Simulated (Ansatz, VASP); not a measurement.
**GaSb3: VASP beside Ansatz**

Contents of INCAR:

```
SYSTEM = GaSb3
ALGO     = Normal         ! electronic algorithm
EDIFF    = 1E-7           ! SCF threshold, eV
ENCUT    = 520            ! plane-wave cutoff, eV
GGA      = PS             ! functional
ISIF     = 2              ! what is computed and relaxed
ISMEAR   = 0              ! smearing method
LASPH    = .True.         ! aspherical terms in the spheres
LCHARG   = .False.        ! write CHGCAR
LREAL    = .False.        ! projectors in reciprocal space
LWAVE    = .False.        ! write WAVECAR
NBANDS   = 22             ! bands
NELM     = 80             ! most SCF steps
PREC     = Accurate       ! precision mode
SIGMA    = 0.15           ! smearing width, eV
```

The input KPOINTS:

```
k-points
0
Gamma
  10 10 10
  0 0 0
```

POSCAR

```
GaSb3
1.0
   -0.0971837661      3.6466703981      3.9139713383
    3.5494866320      0.0000000000      3.8167875722
    3.6466703981      3.6466703981     -0.0971837661
Ga Sb
1 3
Direct
    0.0000000000      0.0000000000      0.0000000000
    0.2500000000      0.2500000000      0.2500000000
    0.7500000000      0.7500000000      0.7500000000
    0.5000000000      0.5000000000      0.5000000000
```

Input for Ansatz:

```yaml
crystal:
  lattice:
    - [-0.0971837661, 3.6466703981, 3.9139713383]
    - [3.549486632, 0.0, 3.8167875722]
    - [3.6466703981, 3.6466703981, -0.0971837661]
  atoms:
    - { symbol: Ga, position: [0.0, 0.0, 0.0] }
    - { symbol: Sb, position: [0.25, 0.25, 0.25] }
    - { symbol: Sb, position: [0.75, 0.75, 0.75] }
    - { symbol: Sb, position: [0.5, 0.5, 0.5] }
basis:
  ecutwfc: 420
kpoints:
  mp_grid: { grid: [10, 10, 10] }
hamiltonian:
  xc: pbesol
  pseudopotentials: { kind: paw, azcp: { folder: soft_1 } }
scf:
  occupations: { method: gaussian, width: 0.15 }
output:
  forces: true
  stress: true
  eigenvalues: true
  write_density: true
  write_potential: true
  elf: true
  volumetric_format: npy
```

Change from the starting cell: engineering shear strain xz -0.0533, normal strain along z +0.0733.

Alike in both runs: task single point; functional PBEsol; k mesh 10 × 10 × 10; occupations gaussian, width 0.15 eV; no spin polarisation.

|  | VASP | Ansatz |
| --- | --- | --- |
| version | VASP 6.6.1 | Ansatz 0.2.0 |
| potentials or method | VASP PAW PBE potentials, release 64 (Ga_d, Sb), cutoff 520 eV | scalar-relativistic, plane waves, PAW |
| valence electrons in the cell | 28 | 58 |

|  | VASP | Ansatz | Ansatz less VASP |
| --- | --- | --- | --- |
| gap on the k mesh at the Fermi level (eV) | none | none | - |
| pressure (GPa) | -3.2 | -3.2 | +0.01 |
| traceless stress, the component that is largest in VASP (GPa) | 0.74 | 0.72 | -0.020 |
| rms of the force components (eV/Å) | 0.038 | 0.037 | -0.0003 |

VASP's potentials were made for PBE, not for PBEsol, and Ansatz warns of the same on its side. Atom by atom the forces differ by 0.000 eV/Å (rms over components). A gap of «none» marks a metal or a gap that the smearing closes. With one functional, cell and mesh, what is left measures potentials, basis and numerics. VASP's potentials hold 28 valence electrons a cell and Ansatz's 58, so a difference there can come from the potentials and not from the codes.

Spin-orbit coupling is off throughout.
